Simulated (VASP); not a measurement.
Input of a VASP 6.6.1 run:

Contents of INCAR:

```
SYSTEM = InAs
PREC = Accurate
ENCUT = 520
EDIFF = 1E-6
ISMEAR = -1
SIGMA = 0.15
LREAL = .False.
LASPH = .True.
NELM = 100
ALGO = Normal
ISIF = 2
LWAVE = .False.
LCHARG = .False.
GGA = PE
NBANDS = 16
```

KPOINTS

```
Automatic mesh
0
Gamma
  12 12 12
  0 0 0
```

POSCAR

```
InAs
1.0
    0.0000000000      3.0737012722      3.0737012722
    3.0737012722      0.0000000000      3.0737012722
    3.0737012722      3.0737012722      0.0000000000
In As
1 1
Direct
    0.0000000000      0.0000000000      0.0000000000
    0.7500000000      0.7500000000      0.7500000000
```

Potentials or basis: VASP PAW PBE potentials, release 64 (In_d, As).

The run is started by

```bash
$ cat potpaw_PBE.64/In_d/POTCAR potpaw_PBE.64/As/POTCAR > POTCAR
$ mpirun -np 1 vasp_std > vasp.out
```

(1) Estimate the band gap on the k mesh.

(2) Predict the pressure.

Results:

(1) zero (filled and empty bands touch).

(2) 1.0 GPa.

Caveat: spin-orbit coupling is left out, which moves the levels of the heavy elements.
